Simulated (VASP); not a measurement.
Here is a VASP 6.6.1 calculation.

INCAR

```
SYSTEM = SiO2
ALGO     = Normal         ! electronic algorithm
EDIFF    = 1E-6           ! SCF threshold, eV
ENCUT    = 520            ! plane-wave cutoff, eV
GGA      = PE             ! functional
ISIF     = 2              ! what is computed and relaxed
ISMEAR   = 0              ! smearing method
LASPH    = .True.         ! aspherical terms in the spheres
LCHARG   = .True.         ! write CHGCAR
LELF     = .True.         ! ELF
LREAL    = .False.        ! projectors in reciprocal space
LVHAR    = .True.       
LWAVE    = .False.        ! write WAVECAR
NBANDS   = 25             ! bands
NELM     = 100            ! most SCF steps
PREC     = Accurate       ! precision mode
SIGMA    = 0.02           ! smearing width, eV
```

The input KPOINTS:

```
k-points
0
Gamma
  6 6 6
  0 0 0
```

POSCAR

```
SiO2
1.0
   -2.5782567979      2.5782567979      3.7163859641
    2.5782567979     -2.5782567979      3.7163859641
    2.5782567979      2.5782567979     -3.7163859641
Si O
2 4
Direct
    0.0000000000      0.0000000000      0.0000000000
    0.7500000000      0.2500000000      0.5000000000
    0.9419575887      0.6250000000      0.8169575887
    0.3750000000      0.1919575887      0.3169575887
    0.8080424113      0.1250000000      0.1830424113
    0.8750000000      0.0580424113      0.6830424113
```

Potentials or basis: VASP PAW PBE potentials, release 64 (Si, O).

The run is started by

```bash
$ cat potpaw_PBE.64/Si/POTCAR potpaw_PBE.64/O/POTCAR > POTCAR
$ mpirun -np 1 vasp_std > vasp.out
```

**Question.** Estimate the pressure.

**Answer.** -1.3 GPa.

**Question.** Predict the band gap on the k mesh.

**Answer.** 5.53 eV, direct.

**Question.** Predict the largest force.

**Answer.** 0.005 eV/Å.

Forces in eV/Å, atoms in the order of the input:
```
Si   0.000  0.000  0.000
Si   0.000  0.000  0.000
O    0.000 -0.005  0.000
O   -0.005  0.000  0.000
O    0.000  0.005  0.000
O    0.005  0.000  0.000
```

 A k mesh can miss the band edges.
